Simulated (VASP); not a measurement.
# Al (Fm-3m) in VASP: settings compared, part 2 of 2

VASP 6.6.1. The steps go on from the part before.

### Step 4. Single point, RPBE+D4

This run uses another cell than the first one, of 16.60 Å³/atom, 1.042 times its volume.

INCAR reads:

```
SYSTEM = Al
PREC     = Accurate       ! precision mode
ENCUT    = 520            ! plane-wave cutoff, eV
EDIFF    = 1E-7           ! SCF threshold, eV
ISMEAR   = -1             ! smearing method
SIGMA    = 0.05           ! smearing width, eV
LREAL    = .False.        ! projectors in reciprocal space
LASPH    = .True.         ! aspherical terms in the spheres
NELM     = 80             ! most SCF steps
ALGO     = Normal         ! electronic algorithm
ISIF     = 2              ! what is computed and relaxed
LWAVE    = .False.        ! write WAVECAR
LCHARG   = .False.        ! write CHGCAR
GGA      = RP             ! functional
IVDW     = 13             ! dispersion correction
NBANDS   = 8              ! bands
```

KPOINTS reads:

```
Automatic mesh
0
Gamma
  11 11 11
  0 0 0
```

POSCAR reads:

```
Al
1.0
    0.0000000000      2.0248050000      2.0248050000
    2.0248050000      0.0000000000      2.0248050000
    2.0248050000      2.0248050000      0.0000000000
Al
1
Direct
    0.0000000000      0.0000000000      0.0000000000
```

Potentials or basis: VASP PAW PBE potentials, release 64 (Al).

Started as:

```sh
$ cat potpaw_PBE.64/Al/POTCAR > POTCAR
$ mpirun -np 1 vasp_std > vasp.out
```

OUTCAR:

```text
SYSTEM = Al
   PREC = Accurate
   ENCUT = 520
   EDIFF = 1E-7
   ISMEAR = -1
   LREAL = .False.
   LASPH = .True.
   NELM = 80
   ISIF = 2
   GGA = RP
   IVDW = 13

 ion  position               nearest neighbor table
   1  0.000  0.000  0.000-

  LATTYP: Found a face centered cubic cell.
 ALAT       =     4.0496100000

  Lattice vectors:

 A1 = (   0.0000000000,   2.0248050000,   2.0248050000)
 A2 = (   2.0248050000,   0.0000000000,   2.0248050000)
 A3 = (   2.0248050000,   2.0248050000,   0.0000000000)
[... 442 lines left out ...]
      8      25.0108      0.00000

 [... further k-points ...]

------------------------ aborting loop because EDIFF is reached ----------------------------------------

  DFT-D4 for vdW energy calculation

  Edisp (eV):   -0.65462

  FORCE on cell =-STRESS in cart. coord.  units (eV):
  Direction    XX          YY          ZZ          XY          YZ          ZX
  --------------------------------------------------------------------------------------
  -------------------------------------------------------------------------------------
  Total      -0.53197    -0.53197    -0.53197     0.00000     0.00000     0.00000
  in kB     -51.33528   -51.33528   -51.33528     0.00000     0.00000     0.00000
  external pressure =      -51.34 kB  Pullay stress =        0.00 kB

 VOLUME and BASIS-vectors are now :
 -----------------------------------------------------------------------------
  energy-cutoff  :      520.00
  volume of cell :       16.60
      direct lattice vectors                 reciprocal lattice vectors
     0.000000000  2.024805000  2.024805000    -0.246937359  0.246937359  0.246937359
     2.024805000  0.000000000  2.024805000     0.246937359 -0.246937359  0.246937359
     2.024805000  2.024805000  0.000000000     0.246937359  0.246937359 -0.246937359

 POSITION                                       TOTAL-FORCE (eV/Angst)
 -----------------------------------------------------------------------------------
      0.00000      0.00000      0.00000         0.000000      0.000000      0.000000
 -----------------------------------------------------------------------------------
    total drift:                                0.000000      0.000000      0.000000

  FREE ENERGIE OF THE ION-ELECTRON SYSTEM (eV)
  ---------------------------------------------------
  free  energy   TOTEN  =        -4.1718502257 eV

  energy  without entropy=       -4.1678460996  energy(sigma->0) =       -4.16984816
```

OSZICAR:

```text
N       E                     dE             d eps       ncg     rms          rms(c)
DAV:   1    -0.202850812272E+01   -0.20285E+01   -0.82559E+02   896   0.201E+02
DAV:   2    -0.353031732299E+01   -0.15018E+01   -0.14525E+01  1248   0.191E+01
DAV:   3    -0.353836246405E+01   -0.80451E-02   -0.80397E-02  1208   0.158E+00
DAV:   4    -0.353837937543E+01   -0.16911E-04   -0.16911E-04  1352   0.659E-02
DAV:   5    -0.353837942299E+01   -0.47558E-07   -0.46972E-07  1192   0.197E-03    0.183E+00
DAV:   6    -0.352655418755E+01    0.11825E-01   -0.14995E-03  1152   0.216E-01    0.106E+00
DAV:   7    -0.351724980480E+01    0.93044E-02   -0.46177E-03  1184   0.347E-01    0.189E-01
DAV:   8    -0.351723413885E+01    0.15666E-04   -0.13432E-05  1360   0.269E-02    0.452E-02
DAV:   9    -0.351723061853E+01    0.35203E-05   -0.16427E-06  1216   0.677E-03    0.580E-04
DAV:  10    -0.351723035488E+01    0.26366E-06   -0.76498E-09  1144   0.655E-04    0.105E-03
DAV:  11    -0.351723020010E+01    0.15477E-06   -0.68759E-10   752   0.168E-04    0.808E-05
DAV:  12    -0.351723022747E+01   -0.27367E-07   -0.55453E-11   608   0.442E-05
   1 F= -.41718502E+01 E0= -.41698482E+01  d E =-.400413E-02
```

Wall time 4.1 s (1 thread of Intel Xeon 6975P-C, shared host); peak memory 0.13 GiB.

What came out:

```
Free energy                : -4.1719 eV
Pressure                   : -5.1 GPa
Dispersion energy per atom : -0.655 eV
```

Caveat: the PAW data sets were made with another functional, which shifts forces and pressure a little; pairwise dispersion overbinds metals, which lowers pressure and volume.

### Step 5. Single point, LDA

This run uses another cell than the first one, of 16.93 Å³/atom, 1.062 times its volume.

INCAR reads:

```
PREC     = Accurate       # precision mode
ENCUT    = 520            # plane-wave cutoff, eV
EDIFF    = 1E-6           # SCF threshold, eV
ISMEAR   = -1             # smearing method
SIGMA    = 0.05           # smearing width, eV
LREAL    = False          # projectors in reciprocal space
LASPH    = True           # aspherical terms in the spheres
NELM     = 60             # most SCF steps
ALGO     = Normal         # electronic algorithm
ISIF     = 2              # what is computed and relaxed
LWAVE    = False          # write WAVECAR
LCHARG   = False          # write CHGCAR
NBANDS   = 8              # bands
```

KPOINTS reads:

```
Automatic mesh
0
Gamma
  11 11 11
```

POSCAR reads:

```
Al
1.0
    0.0000000000      2.0382146954      2.0382146954
    2.0382146954      0.0000000000      2.0382146954
    2.0382146954      2.0382146954      0.0000000000
Al
1
Direct
    0.0000000000      0.0000000000      0.0000000000
```

Potentials or basis: VASP PAW LDA potentials, release 64 (Al).

Started as:

```sh
$ cat potpaw_LDA.64/Al/POTCAR > POTCAR
$ mpirun -np 1 vasp_std > vasp.out
```

Run time: 2.8 s. Hardware: 1 thread of Intel Xeon 6975P-C, shared host; peak memory 0.12 GiB.

It converged, with:

```
Free energy : -4.1836 eV
Pressure    : -4.9 GPa
```

Levels at points of the mesh, in eV from the Fermi level:
| k point | band 1 | band 2 | band 3 | band 4 |
| --- | --- | --- | --- | --- |
| (0.00, 0.00, 0.00) | -10.94 | 12.41 | 12.41 | 12.41 |

### Step 6. The runs side by side

```tsv
level	potentials or basis	cell	gap on the mesh (eV)	pressure (GPa)
RPBE+D4	VASP PAW PBE potentials, release 64 (Al)	a = 2.825 Å, angles 60.0°, 1 atom	none	-2.1
RPBE+D4	VASP PAW PBE potentials, release 64 (Al)	a = 2.844 Å, angles 60.0°, 1 atom	none	-3.7
RPBE+D4	VASP PAW PBE potentials, release 64 (Al)	a = 2.864 Å, angles 60.0°, 1 atom	none	-5.1
LDA	VASP PAW LDA potentials, release 64 (Al)	a = 2.882 Å, angles 60.0°, 1 atom	none	-4.9
```

Alike in all rows: task single point; no spin polarisation; k mesh 11 × 11 × 11; cutoff (eV) 520; smearing fermi-dirac 0.05 eV.

Caveats: the PAW data sets were made with another functional, which shifts forces and pressure a little (some runs); pairwise dispersion overbinds metals, which lowers pressure and volume (some runs).

Total energies depend on the potentials used, so only differences within one code and one set of settings carry meaning.
